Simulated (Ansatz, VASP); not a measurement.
**Pt: VASP beside Ansatz**

POSCAR

```
Pt
1.0
   -1.5029199059      1.5852716816      1.5852716816
    1.5852716816     -1.5029199059      1.5852716816
    1.5852716816      1.5852716816     -1.5029199059
Pt
1
Direct
    0.0000000000      0.0000000000      0.0000000000
```

INCAR.step1

```
SYSTEM = Pt
ALGO     = Normal         ! electronic algorithm
EDIFF    = 1E-4           ! SCF threshold, eV
ENCUT    = 520            ! plane-wave cutoff, eV
GGA      = PE             ! functional
ISMEAR   = 0              ! smearing method
LASPH    = .TRUE.         ! aspherical terms in the spheres
LCHARG   = .FALSE.        ! write CHGCAR
LREAL    = .FALSE.        ! projectors in reciprocal space
LWAVE    = .TRUE.         ! write WAVECAR
NBANDS   = 11             ! bands
NELM     = 80             ! most SCF steps
PREC     = Accurate       ! precision mode
SIGMA    = 0.15           ! smearing width, eV
```

The input INCAR.step2:

```
SYSTEM = Pt
ALGO     = Normal         ! electronic algorithm
EDIFF    = 1E-7           ! SCF threshold, eV
ENCUT    = 520            ! plane-wave cutoff, eV
ISIF     = 2              ! what is computed and relaxed
ISMEAR   = 0              ! smearing method
ISTART   = 1            
LASPH    = .TRUE.         ! aspherical terms in the spheres
LCHARG   = .TRUE.         ! write CHGCAR
LELF     = .TRUE.         ! ELF
LMIXTAU  = .TRUE.       
LREAL    = .FALSE.        ! projectors in reciprocal space
LVHAR    = .TRUE.       
LWAVE    = .FALSE.        ! write WAVECAR
METAGGA  = R2SCAN         ! meta-GGA
NBANDS   = 11             ! bands
NELM     = 80             ! most SCF steps
PREC     = Accurate       ! precision mode
SIGMA    = 0.15           ! smearing width, eV
```

File KPOINTS:

```
k-points
0
G
  24 24 24
  0 0 0
```

Input for Ansatz:

```yaml
crystal:
  lattice:
    - [-1.5029199059, 1.5852716816, 1.5852716816]
    - [1.5852716816, -1.5029199059, 1.5852716816]
    - [1.5852716816, 1.5852716816, -1.5029199059]
  atoms:
    - { symbol: Pt, position: [0.0, 0.0, 0.0] }
basis:
  ecutwfc: 500
kpoints:
  mp_grid: { grid: [24, 24, 24] }
hamiltonian:
  xc: r2scan
scf:
  occupations: { method: gaussian, width: 0.15 }
output:
  forces: true
  stress: true
  eigenvalues: true
```

Alike in both runs: task single point; functional r2SCAN; k mesh 24 × 24 × 24; occupations gaussian, width 0.15 eV; no spin polarisation.

|  | VASP | Ansatz |
| --- | --- | --- |
| version | VASP 6.6.1 | Ansatz 0.2.0 |
| potentials or method | VASP PAW PBE potentials, release 64 (Pt), cutoff 520 eV | scalar-relativistic, plane waves, PAW |
| valence electrons in the cell | 10 | 18 |

VASP gave:

| Property | Result |
| --- | --- |
| gap on the k mesh at the Fermi level (eV) | none |
| pressure (GPa) | -4.0 |
| traceless stress, the component that is largest in VASP (GPa) | -5.02 |

Problem. Estimate Ansatz's values.

Solution. gap on the k mesh at the Fermi level (eV): none; pressure (GPa): -4.6; traceless stress, the component that is largest in VASP (GPa): -4.93.

VASP's potentials were made for PBE, not for r2SCAN. A gap of «none» marks a metal or a gap that the smearing closes. VASP's potentials hold 10 valence electrons a cell and Ansatz's 18, so a difference there can come from the potentials and not from the codes.

Spin-orbit coupling is off throughout.
